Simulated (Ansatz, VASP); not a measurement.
# C: VASP beside Ansatz

The input INCAR:

```
SYSTEM = C
PREC = Accurate
ENCUT = 520
EDIFF = 1E-6
ISMEAR = 0
SIGMA = 0.05
LREAL = .FALSE.
LASPH = .TRUE.
NELM = 60
ALGO = Normal
ISIF = 2
LWAVE = .FALSE.
LCHARG = .FALSE.
GGA = PE
NBANDS = 36
```

KPOINTS

```
regular mesh
0
G
  10 10 2
  0 0 0
```

File POSCAR:

```
C
1.0
    1.7857375322     -1.7857375322      0.0000000000
    1.7857375322      0.0000000000     -1.7857375322
   10.4169213203      5.5059645330      5.5059645330
C
12
Direct
    0.4183631933      0.4183631933      0.2708666667
   -0.0955201400     -0.0955201400      0.1042000000
   -0.0677534733     -0.0677534733      0.4375333333
   -0.0399868067     -0.0399868067      0.7708666667
    0.4461298600      0.4461298600      0.6042000000
   -0.5261034733     -0.5261034733      0.9375333333
    0.3037756933      0.3037756933      0.3958666667
    0.7898923600      0.7898923600      0.2292000000
   -0.1823409733     -0.1823409733      0.5625333333
   -0.1545743067     -0.1545743067      0.8958666667
   -0.6684576400     -0.6684576400      0.7292000000
    0.2760090267      0.2760090267      0.0625333333
```

Input for Ansatz:

```yaml
crystal:
  lattice:
    - [1.7857375322, -1.7857375322, 0.0]
    - [1.7857375322, 0.0, -1.7857375322]
    - [10.4169213203, 5.505964533, 5.505964533]
  atoms:
    - { symbol: C, position: [0.4183631933, 0.4183631933, 0.2708666667] }
    - { symbol: C, position: [-0.09552014, -0.09552014, 0.1042] }
    - { symbol: C, position: [-0.0677534733, -0.0677534733, 0.4375333333] }
    - { symbol: C, position: [-0.0399868067, -0.0399868067, 0.7708666667] }
    - { symbol: C, position: [0.44612986, 0.44612986, 0.6042] }
    - { symbol: C, position: [-0.5261034733, -0.5261034733, 0.9375333333] }
    - { symbol: C, position: [0.3037756933, 0.3037756933, 0.3958666667] }
    - { symbol: C, position: [0.78989236, 0.78989236, 0.2292] }
    - { symbol: C, position: [-0.1823409733, -0.1823409733, 0.5625333333] }
    - { symbol: C, position: [-0.1545743067, -0.1545743067, 0.8958666667] }
    - { symbol: C, position: [-0.66845764, -0.66845764, 0.7292] }
    - { symbol: C, position: [0.2760090267, 0.2760090267, 0.0625333333] }
basis:
  ecutwfc: 420
kpoints:
  mp_grid: { grid: [10, 10, 2] }
hamiltonian:
  xc: pbe
scf:
  occupations: { method: gaussian, width: 0.05 }
output:
  forces: true
  stress: true
  eigenvalues: true
```

Alike in both runs: task single point; functional PBE; k mesh 10 × 10 × 2; occupations gaussian, width 0.05 eV; no spin polarisation.

```csv
,VASP,Ansatz
version,VASP 6.6.1,Ansatz 0.2.0
potentials or method,"VASP PAW PBE potentials, release 64 (C), cutoff 520 eV","scalar-relativistic, plane waves, PAW"
valence electrons in the cell,48,48
```

VASP gave:

```
gap on the k mesh at the Fermi level (eV)                     : 3.21
least direct gap on the mesh (eV)                             : 5.13
pressure (GPa)                                                : 0.7
traceless stress, the component that is largest in VASP (GPa) : 10.72
rms of the force components (eV/Å)                            : 0.630
```

Q: Estimate Ansatz's values.

A: gap on the k mesh at the Fermi level (eV): 3.22; least direct gap on the mesh (eV): 5.13; pressure (GPa): 0.0; traceless stress, the component that is largest in VASP (GPa): 10.72; rms of the force components (eV/Å): 0.631.

Atom by atom the forces differ by 0.003 eV/Å (rms over components).
